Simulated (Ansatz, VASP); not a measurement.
## Two plane-wave programs on AgBr

```
CELL_PARAMETERS angstrom
0.00000 2.87015 2.87015
2.87015 0.00000 2.87015
2.87015 2.87015 0.00000
ATOMIC_POSITIONS crystal
Ag 0.00000 0.00000 0.00000
Br 0.50000 0.50000 0.50000
```

Change from the starting cell: volume scaled by 1, PAW files.

Alike in both runs: task electric field gradients; functional PBE; k mesh 9 × 9 × 9; occupations fermi-dirac, width 0.03 eV; no spin polarisation.

|  | VASP | Ansatz |
| --- | --- | --- |
| version | VASP 6.6.1 | Ansatz 0.2.0 |
| potentials or method | VASP PAW PBE potentials, release 64 (Ag, Br) | PAW with Ansatz's default frozen-core files, scalar-relativistic |
| plane-wave cutoff (eV) | 400 | 420 |
| valence electrons in the cell | 18 | 26 |

|  | VASP | Ansatz | Ansatz less VASP |
| --- | --- | --- | --- |
| pressure (GPa) | 2.1 | 2.3 | +0.24 |

VASP's potentials hold 18 valence electrons a cell and Ansatz's 26, so a difference there can come from the potentials and not from the codes.
